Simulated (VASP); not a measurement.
# Ge4N3 (P-43m) in VASP: relaxation of cell and atoms with PBE

Aim: the relaxation of cell and atoms of Ge4N3 with PBE.

Everything below comes from runs of VASP 6.6.1. Logs are shortened: lines on timing, memory, paths and dates and some standing lists are left out, and cuts for length are marked.

## 1. The cell of the first run

The structure is cubic, space group P-43m (No. 215). Conventional cell: a = 4.529 Å, b = 4.529 Å, c = 4.529 Å, α = 90.00°, β = 90.00°, γ = 90.00°. Ge (site symmetry 3m) has 3 N at 2.05 Å within 2.7 Å. N (site symmetry -42m) has 4 Ge at 2.05 Å within 2.7 Å.

## 2. Relaxation of cell and atoms, PBE

Contents of INCAR:

```
SYSTEM = Ge4N3
  PREC = Accurate
  ENCUT = 600
  EDIFF = 1E-6
  ISMEAR = 0
  SIGMA = 0.1
  LREAL = .FALSE.
  LASPH = .TRUE.
  NELM = 100
  ALGO = Normal
  ISIF = 3
  LWAVE = .FALSE.
  LCHARG = .FALSE.
  GGA = PE
  IBRION = 2
  NSW = 100
  EDIFFG = -0.01
```

Contents of KPOINTS:

```
regular mesh
0
G
  8 8 8
  0 0 0
```

Contents of POSCAR:

```
Ge4N3
1.0
    4.5294727680      0.0000000000      0.0000000000
    0.0000000000      4.5294727680      0.0000000000
    0.0000000000      0.0000000000      4.5294727680
Ge N
4 3
Direct
    0.7214644738      0.2785355262      0.2785355262
    0.2785355262      0.7214644738      0.2785355262
    0.2785355262      0.2785355262      0.7214644738
    0.7214644738      0.7214644738      0.7214644738
    0.0000000000      0.0000000000      0.5000000000
    0.5000000000      0.0000000000      0.0000000000
    0.0000000000      0.5000000000      0.0000000000
```

Potentials or basis: VASP PAW PBE potentials, release 64 (Ge_d, N).

Command:

```sh
$ cat potpaw_PBE.64/Ge_d/POTCAR potpaw_PBE.64/N/POTCAR > POTCAR
$ mpirun -np 1 vasp_std > vasp.out
```

OUTCAR:

```text
SYSTEM = Ge4N3
   PREC = Accurate
   ENCUT = 600
   EDIFF = 1E-6
   ISMEAR = 0
   LREAL = .FALSE.
   LASPH = .TRUE.
   NELM = 100
   ISIF = 3
   GGA = PE
   IBRION = 2
   NSW = 100
   EDIFFG = -0.01

 ion  position               nearest neighbor table
   1  0.721  0.279  0.279-   5 2.05   6 2.05   7 2.05   2 2.84   3 2.84   4 2.84
   2  0.279  0.721  0.279-   5 2.05   6 2.05   7 2.05   1 2.84   3 2.84   4 2.84
   3  0.279  0.279  0.721-   5 2.05   6 2.05   7 2.05   1 2.84   2 2.84   4 2.84
   4  0.721  0.721  0.721-   5 2.05   6 2.05   7 2.05   1 2.84   2 2.84   3 2.84
   5  0.000  0.000  0.500-   1 2.05   2 2.05   3 2.05   4 2.05
   6  0.500  0.000  0.000-   1 2.05   2 2.05   3 2.05   4 2.05
   7  0.000  0.500  0.000-   1 2.05   2 2.05   3 2.05   4 2.05

  LATTYP: Found a simple cubic cell.
 ALAT       =     4.5294727680

  Lattice vectors:

 A1 = (   4.5294727680,   0.0000000000,   0.0000000000)
 A2 = (   0.0000000000,   4.5294727680,   0.0000000000)
 A3 = (   0.0000000000,   0.0000000000,   4.5294727680)

Analysis of symmetry for initial positions (statically):
=====================================================================
 Subroutine PRICEL returns:
 Original cell was already a primitive cell.

 Routine SETGRP: Setting up the symmetry group for a
 simple cubic supercell.

 Subroutine GETGRP returns: Found 24 space group operations
 (whereof 24 operations were pure point group operations)
 out of a pool of 48 trial point group operations.

The static configuration has the point symmetry T_d .

Analysis of symmetry for dynamics (positions and initial velocities):
=====================================================================
 Subroutine PRICEL returns:
 Original cell was already a primitive cell.

 Routine SETGRP: Setting up the symmetry group for a
 simple cubic supercell.

 Subroutine GETGRP returns: Found 24 space group operations
 (whereof 24 operations were pure point group operations)
 out of a pool of 48 trial point group operations.

The dynamic configuration has the point symmetry T_d .

 Subroutine INISYM returns: Found 24 space group operations
 (whereof 24 operations are pure point group operations),
 and found     1 'primitive' translations

----------------------------------------------------------------------------------------

                                     Primitive cell

  volume of cell :      92.9272

  direct lattice vectors                    reciprocal lattice vectors
     4.529472768  0.000000000  0.000000000     0.220776247  0.000000000  0.000000000
     0.000000000  4.529472768  0.000000000     0.000000000  0.220776247  0.000000000
     0.000000000  0.000000000  4.529472768     0.000000000  0.000000000  0.220776247

  length of vectors
     4.529472768  4.529472768  4.529472768     0.220776247  0.220776247  0.220776247

  position of ions in fractional coordinates (direct lattice)
     0.721464474  0.278535526  0.278535526
     0.278535526  0.721464474  0.278535526
     0.278535526  0.278535526  0.721464474
     0.721464474  0.721464474  0.721464474
     0.000000000  0.000000000  0.500000000
     0.500000000  0.000000000  0.000000000
     0.000000000  0.500000000  0.000000000

  ion indices of the primitive-cell ions
   primitive index   ion index
                 1           1
                 2           2
                 3           3
                 4           4
                 5           5
                 6           6
                 7           7

----------------------------------------------------------------------------------------

 KPOINTS: regular mesh

Automatic generation of k-mesh.
 Grid dimensions read from file:
 generate k-points for:    8    8    8

 Generating k-lattice:

  Cartesian coordinates                     Fractional coordinates (reciprocal lattice)
     0.027597031  0.000000000  0.000000000     0.125000000  0.000000000  0.000000000
     0.000000000  0.027597031  0.000000000     0.000000000  0.125000000  0.000000000
     0.000000000  0.000000000  0.027597031     0.000000000  0.000000000  0.125000000

  Length of vectors
     0.027597031  0.027597031  0.027597031

  Shift w.r.t. Gamma in fractional coordinates (k-lattice)
     0.000000000  0.000000000  0.000000000

 Subroutine IBZKPT returns following result:
 ===========================================

 Found     35 irreducible k-points:

 Following reciprocal coordinates:
            Coordinates               Weight
  0.000000  0.000000  0.000000      1.000000
  0.125000  0.000000  0.000000      6.000000
  0.250000  0.000000  0.000000      6.000000
  0.375000  0.000000  0.000000      6.000000
  0.500000  0.000000  0.000000      3.000000
  0.125000  0.125000  0.000000     12.000000
[... 16 lines left out ...]
  0.375000  0.375000  0.125000     24.000000
  0.500000  0.375000  0.125000     24.000000
 [... further k-points ...]
   k-points           NKPTS =     35   k-points in BZ     NKDIM =     35   number of bands    NBANDS=     42
   number of dos      NEDOS =    301   number of ions     NIONS =      7
   total plane-waves  NPLWV =  46656
   dimension x,y,z NGX =    36 NGY =   36 NGZ =   36
   dimension x,y,z NGXF=    72 NGYF=   72 NGZF=   72
   ions per type =               4   3
   NGX,Y,Z   is equivalent  to a cutoff of  13.21, 13.21, 13.21 a.u.
   NGXF,Y,Z  is equivalent  to a cutoff of  26.43, 26.43, 26.43 a.u.
 SYSTEM =  Ge4N3
   PREC   = accura    normal or accurate (medium, high low for compatibility)
   ISTART =      0    job   : 0-new  1-cont  2-samecut
   ICHARG =      2    charge: 1-file 2-atom 10-const
   ISPIN  =      1    spin polarized calculation?
   LNONCOLLINEAR =      F non collinear calculations
   LSORBIT =      F    spin-orbit coupling
   LASPH  =      T    aspherical Exc in radial PAW
   ENCUT  =  600.0 eV  44.10 Ry    6.64 a.u.   9.05  9.05  9.05*2*pi/ulx,y,z
   NELM   =    100;   NELMIN=  2; NELMDL= -5     # of ELM steps
   EDIFF  = 0.1E-05   stopping-criterion for ELM
   LREAL  =      F    real-space projection
   EDIFFG = -.1E-01   stopping-criterion for IOM
   NSW    =    100    number of steps for IOM
   IBRION =      2    ionic relax: 0-MD 1-quasi-New 2-CG
   NFREE  =      1    steps in history (QN), initial steepest desc. (CG)
   ISIF   =      3    stress and relaxation
   ISYM   =      2    0-nonsym 1-usesym 2-fastsym
   POTIM  = 0.5000    time-step for ionic-motion
   TEBEG  =    0.0;   TEEND  =   0.0 temperature during run
   PSTRESS=    0.0 pullay stress
   NELECT =      71.0000    total number of electrons
   NUPDOWN=      -1.0000    fix difference up-down
   EMIN   =  10.00;   EMAX   =-10.00  energy-range for DOS
   EFERMI =   0.00;   METHOD = LEGACY
   ISMEAR =     0;   SIGMA  =   0.10  broadening in eV -4-tet -1-fermi 0-gaus
   EFERMI_NEDOS =   21; number of points for ismear=-14 and -15
   IALGO  =     38    algorithm
   IMIX   =      4    mixing-type and parameters
     AMIX     =   0.40;   BMIX     =  1.00
     AMIX_MAG =   1.60;   BMIX_MAG =  1.00
  volume/ion in A,a.u.               =      13.28        89.59
  Fermi-wavevector in a.u.,A,eV,Ry     =   1.496626  2.828213 30.475546  2.239889
  Thomas-Fermi vector in A             =   2.608618
   LORBIT       =      0    0 simple, 1 ext, 2 COOP (PROOUT), +10 PAW based schemes
   GGA     = PE    functional components
   LHFCALC =     F    Hartree Fock is set to
   AEXX    =    0.0000 exact exchange contribution
   IVDW    =     0    specifies the selected vdW correction
   LEPSILON=     F    determine dielectric tensor
   LRPA    =     F    only Hartree local field effects (RPA)
 conjugate gradient relaxation of ions
 non-spin polarized calculation
 Gauss-broadening in eV      SIGMA  =   0.10
  energy-cutoff  :      600.00
  volume of cell :       92.93
 maximum number of plane-waves:      3136
   NGX = 19   NGY = 19   NGZ = 19

--------------------------------------- Ionic step        1  -------------------------------------------

 number of electron      70.9999963 magnetization

 Free energy of the ion-electron system (eV)
  ---------------------------------------------------
  ext. energy  EPLUGINS =         0.00000000
  ---------------------------------------------------
  free energy    TOTEN  =       -40.90964142 eV

  energy without entropy =      -40.89489179  energy(sigma->0) =      -40.90226661

------------------------ aborting loop because EDIFF is reached ----------------------------------------

  FORCE on cell =-STRESS in cart. coord.  units (eV):
  Direction    XX          YY          ZZ          XY          YZ          ZX
  --------------------------------------------------------------------------------------
  -------------------------------------------------------------------------------------
  Total       -0.0473487     -0.0473487     -0.0473487      0.0000000     -0.0000000     -0.0000000
  in kB       -0.8163486     -0.8163486     -0.8163486      0.0000000     -0.0000000     -0.0000000
  external PRESSURE =      -0.8163486 kB  Pullay stress =       0.0000000 kB
[... 108 lines left out ...]
  energy  without entropy=      -40.8967764331  energy(sigma->0) =      -40.90432404

--------------------------------------- Ionic step        4  -------------------------------------------

 number of electron      70.9999964 magnetization

 Free energy of the ion-electron system (eV)
  ---------------------------------------------------
  ext. energy  EPLUGINS =         0.00000000
  ---------------------------------------------------
  free energy    TOTEN  =       -40.91217874 eV

  energy without entropy =      -40.89695959  energy(sigma->0) =      -40.90456916

 E-fermi :   6.9067     XC(G=0): -11.4932

 val. band max:        6.9021301371   @ k =   0.1250   0.0000   0.0000
 cond. band min:       6.9575481855   @ k =   0.3750   0.3750   0.2500
 fundamental gap:      0.0554180484
 Fermi energy:         6.9067495614

 k-point     1 :       0.0000    0.0000    0.0000
  band No.  band energies     occupation
      1     -17.9319      2.00000
      2     -17.9319      2.00000
      3     -17.8594      2.00000
      4     -17.8382      2.00000
      5     -17.8382      2.00000
      6     -17.8382      2.00000
[... 1069 lines left out ...]
     41      12.4269      0.00000
     42      12.7591      0.00000

 [... further k-points ...]

------------------------ aborting loop because EDIFF is reached ----------------------------------------

  FORCE on cell =-STRESS in cart. coord.  units (eV):
  Direction    XX          YY          ZZ          XY          YZ          ZX
  --------------------------------------------------------------------------------------
  -------------------------------------------------------------------------------------
  Total        0.0319895      0.0319895      0.0319895      0.0000000     -0.0000000      0.0000000
  in kB        0.5505853      0.5505853      0.5505853      0.0000000     -0.0000000      0.0000000
  external PRESSURE =       0.5505853 kB  Pullay stress =       0.0000000 kB
[... 22 lines left out ...]
  FREE ENERGIE OF THE ION-ELECTRON SYSTEM (eV)
  ---------------------------------------------------
  free  energy   TOTEN  =       -40.9121787393 eV

  energy  without entropy=      -40.8969595887  energy(sigma->0) =      -40.90456916

 reached required accuracy - stopping structural energy minimisation
```

It took 3.5 min on 1 thread of AMD EPYC 9R45 (Zen 5), shared host; peak memory 0.26 GiB.

Results:

- Free energy: -40.9122 eV
- Relaxed volume: 13.30 Å³/atom
- Relaxed cell: a = 4.532 Å, b = 4.532 Å, c = 4.532 Å, α = 90.00°, β = 90.00°, γ = 90.00°
- Space group after relaxing (to 0.05 Å): P-43m (No. 215)
- Energy gained by relaxing: 0.4 meV/atom
- Ionic steps: 4
- Pressure after relaxing: 0.1 GPa
- Largest force after relaxing: 0.006 eV/Å

Forces on the atoms (eV/Å):
```
Ge   0.003 -0.003 -0.003
Ge  -0.003  0.003 -0.003
Ge  -0.003 -0.003  0.003
Ge   0.003  0.003  0.003
N    0.000  0.000  0.000
N    0.000  0.000  0.000
N    0.000  0.000  0.000
```

The path:
```csv
step,energy change (eV),largest force (eV/Å),pressure (GPa),volume (Å³)
1,0.0000,0.1684,-0.08,92.93
2,-0.0021,0.0343,0.41,92.84
3,-0.0022,0.0057,0.22,92.85
4,-0.0025,0.0059,0.06,93.09
```

Final structure:
```
Ge N
1.0
     4.53208    0.00000    0.00000
     0.00000    4.53208    0.00000
     0.00000    0.00000    4.53208
Ge N
4 3
Direct
  0.72239 0.27761 0.27761
  0.27761 0.72239 0.27761
  0.27761 0.27761 0.72239
  0.72239 0.72239 0.72239
  0.00000 0.00000 0.50000
  0.50000 0.00000 0.00000
  0.00000 0.50000 0.00000
```

Levels at points of the mesh, in eV from the Fermi level:
```csv
k point,band 32,band 33,band 34,band 35,band 36,band 37,band 38,band 39,band 40,band 41
"(0.00, 0.00, 0.00)",-3.24,-3.24,-0.44,-0.44,0.85,0.85,0.85,1.15,3.51,3.51
"(0.50, 0.00, 0.00)",-3.40,-3.40,-3.13,-0.36,-0.36,2.94,2.96,3.00,3.62,4.25
"(0.50, 0.50, 0.00)",-3.44,-2.68,-2.31,-0.29,-0.29,3.50,3.50,3.51,3.59,5.46
"(0.50, 0.50, 0.50)",-2.63,-2.63,0.58,0.58,0.58,1.54,1.54,1.54,5.54,5.54
```
